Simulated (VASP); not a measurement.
Runs of VASP 6.6.1 on K. The structure is that of space group Im-3m (No. 229), or close to it. The cells are those of the table. 

```tsv
cell	k mesh	smearing	gap on the mesh (eV)	pressure (GPa)
a = 4.694 Å, angles 109.5°, 1 atom	14 × 14 × 14	fermi-dirac 0.1 eV	none	-0.2
a = 4.576 Å, angles 109.5°, 1 atom	9 × 9 × 9	gaussian 0.6 eV	none	(a)
a = 4.576 Å, angles 109.5°, 1 atom	9 × 9 × 9	methfessel-paxton 0.6 eV	none	0.0
a = 4.576 Å, angles 109.5°, 1 atom	14 × 14 × 14	fermi-dirac 0.1 eV	none	0.0
a = 4.752 Å, angles 109.5°, 1 atom	14 × 14 × 14	fermi-dirac 0.1 eV	none	-0.3
```

Alike in all rows: task single point; level PBE; potentials or basis VASP PAW PBE potentials, release 64 (K_sv); no spin polarisation; cutoff (eV) 520.

Problem. Estimate the missing entries.

Solution. (a) 0.1.

Caveats: so wide a smearing shifts energies and pressures (at least some runs).

A gap of «none» marks levels without a gap at the run's occupations.
